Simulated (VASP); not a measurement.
HfN, 2 atoms in the cell. Symmetry: I4/mmm, No. 139, tetragonal system. Conventional cell: a = 3.195 Å, b = 3.195 Å, c = 4.631 Å, α = 90.00°, β = 90.00°, γ = 90.00°. Hf (site symmetry 4/mmm) has 6 N at 2.26 to 2.32 Å within 3.0 Å. N (site symmetry 4/mmm) has 6 Hf at 2.26 to 2.32 Å within 3.0 Å.  This cell differs from its parent crystal: strain +0.000 along x and y, +0.025 along z.

```yaml
Program: VASP 6.6.1
Task: single point
Functional: PBEsol
Potentials_or_basis: VASP PAW PBE potentials, release 64 (Hf_pv, N)
Cutoff: 520 eV
k_mesh: 18 × 18 × 18
Occupations: gaussian, width 0.15 eV
Spin: no spin polarisation
Dipole_correction: no
Further_INCAR_settings: ALGO = Normal; EDIFF = 1e-07; NBANDS = 14
```

Potentials or basis: VASP PAW PBE potentials, release 64 (Hf_pv, N).

Run with:

```bash
$ cat potpaw_PBE.64/Hf_pv/POTCAR potpaw_PBE.64/N/POTCAR > POTCAR
$ mpirun -np 1 vasp_std > vasp.out
```

Hardware: 1 thread of AMD EPYC 9R14 (Zen 4) (shared host).

**Question.** Estimate the wall time of this run.

**Answer.** It took 80 s on 1 thread of AMD EPYC 9R14 (Zen 4), with other jobs on the host, peak memory 0.24 GiB. Counts: scf iterations 14, k points 480.
